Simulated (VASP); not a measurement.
Input of a VASP 6.6.1 run:

File INCAR:

```
SYSTEM = CuMo
PREC = Accurate
ENCUT = 520
EDIFF = 1E-6
ISMEAR = 0
SIGMA = 0.1
LREAL = .FALSE.
LASPH = .TRUE.
NELM = 100
ALGO = Normal
ISIF = 2
LWAVE = .FALSE.
LCHARG = .FALSE.
GGA = PE
NBANDS = 20
```

The input KPOINTS:

```
Automatic mesh
0
G
  6 6 6
  0 0 0
```

POSCAR

```
CuMo
1.0
    0.0000000000      2.5040919400      2.5040919400
    2.5040919400      0.0000000000      2.5040919400
    2.5040919400      2.5040919400      0.0000000000
Cu Mo
1 1
Direct
    0.0000000000      0.0000000000      0.0000000000
    0.5000000000      0.5000000000      0.5000000000
```

Potentials or basis: VASP PAW PBE potentials, release 64 (Cu, Mo_sv).

Command:

```console
$ cat potpaw_PBE.64/Cu/POTCAR potpaw_PBE.64/Mo_sv/POTCAR > POTCAR
$ mpirun -np 1 vasp_std > vasp.out
```

(1) Estimate the band gap on the k mesh.

(2) What does it give for the pressure?

## Answers

(1) zero (an odd number of electrons rules out a gap without spin polarisation).

(2) -2.3 GPa.

Caveat: the k points lie up to 0.36 Å⁻¹ apart, too coarse for converged energies and pressures of a metal.
